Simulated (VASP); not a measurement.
## NaCl: single point with r2SCAN

The system is NaCl.

```
CELL_PARAMETERS angstrom
2.78996 2.78996 0.00000
-2.78996 2.78996 0.00000
0.00000 2.78996 2.81092
ATOMIC_POSITIONS crystal
Na 0.00000 0.00000 0.00000
Cl 0.50000 0.50000 0.00000
```

This cell differs from its parent crystal: in-plane strain -0.005, then relaxed in part.

```json
{
 "Program": "VASP 6.6.1",
 "Task": "single point",
 "Functional": "r2SCAN",
 "Potentials or basis": "VASP PAW PBE potentials, release 64 (Na_pv, Cl)",
 "Cutoff": "520 eV",
 "k mesh": "8 × 8 × 8",
 "Occupations": "gaussian, width 0.01 eV",
 "Spin": "no spin polarisation"
}
```

```yaml
Pressure: 0.0 GPa
Band_gap_on_the_k_mesh: 6.02 eV
```

Stress tensor (GPa, compression positive):
```
 0.16  0.00  0.00
 0.00  0.16  0.00
 0.00  0.00 -0.22
```

Levels at points of the mesh, in eV from the valence-band top:
| k point | band 3 | band 4 | band 5 | band 6 | band 7 | band 8 | band 9 | band 10 | band 11 | band 12 |
| --- | --- | --- | --- | --- | --- | --- | --- | --- | --- | --- |
| (0.00, 0.00, 0.00) | -21.48 | -13.28 | 0.00 | 0.00 | 0.00 | 6.02 | 11.74 | 11.80 | 11.80 | 14.01 |
| (0.50, 0.00, 0.00) | -21.48 | -12.92 | -2.00 | -0.30 | -0.29 | 7.99 | 11.79 | 11.82 | 11.87 | 16.15 |
| (0.50, 0.50, 0.00) | -21.49 | -12.86 | -1.75 | -0.65 | -0.63 | 8.51 | 8.58 | 12.42 | 16.07 | 16.14 |
| (0.00, 0.00, 0.50) | -21.49 | -12.87 | -1.76 | -0.62 | -0.62 | 8.52 | 8.61 | 12.34 | 16.13 | 16.18 |

It took 85 s on 1 thread of Intel(R) Xeon(R) Platinum 8488C (Sapphire Rapids), on a shared host, peak memory 0.17 GiB.

Caveat: the cell differs from its parent crystal (in-plane strain -0.005, then relaxed in part); the PAW data sets were made with another functional, which shifts forces and pressure a little. A k mesh can miss the band edges.
